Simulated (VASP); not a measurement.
**MoS2: single point with PBEsol**

MoS2:

```
Mo S
1.0
     3.26994    0.00000    0.00000
    -1.63497    2.83185    0.00000
     0.00000    0.00000    6.39554
Mo S
1 2
Direct
  0.00000 0.00000 0.50000
  0.33333 0.66667 0.25532
  0.66667 0.33333 0.74468
```

| Property | Result |
| --- | --- |
| Program | VASP 6.6.1 |
| Task | single point |
| Functional | PBEsol |
| Potentials or basis | VASP PAW PBE potentials, release 64 (Mo_sv, S) |
| Cutoff | 520 eV |
| k mesh | 8 × 8 × 4 |
| Occupations | gaussian, width 0.1 eV |
| Spin | no spin polarisation |
| Dipole correction | no |
| Further INCAR settings | ALGO = Normal; EDIFF = 1e-06; NBANDS = 20 |

```yaml
Pressure: -7.9 GPa
Largest_force: 0.572 eV/Å
Band_gap_on_the_k_mesh: zero (band 13 reaches 6.52 eV, above the bottom of band 14 at 5.96 eV)
```

Forces in eV/Å, atoms in the order of the input:
```
Mo   0.000  0.000  0.000
S    0.000  0.000  0.572
S    0.000  0.000 -0.572
```

Stress tensor (GPa, compression positive):
```
-8.78  0.00  0.00
 0.00 -8.78  0.00
 0.00  0.00 -6.17
```

Levels at points of the mesh, in eV from the Fermi level:
```csv
k point,band 11,band 12,band 13,band 14,band 15,band 16
"(0.00, 0.00, 0.00)",-1.00,-0.90,-0.90,-0.34,-0.34,3.04
"(0.50, 0.00, 0.00)",-3.11,-1.74,-1.67,0.86,1.60,3.45
"(0.00, 0.00, 0.50)",-0.91,-0.91,-0.40,-0.40,-0.11,3.18
"(0.50, 0.00, 0.50)",-2.37,-2.01,-1.59,0.86,1.61,3.16
```

It took 56 s on 1 thread of Intel Xeon 8259CL (shared host), peak memory 0.19 GiB.

Caveat: the PAW data sets were made with another functional, which shifts forces and pressure a little; this functional lacks dispersion, which binds the layers, so the pressure and a relaxed spacing across them are unreliable.
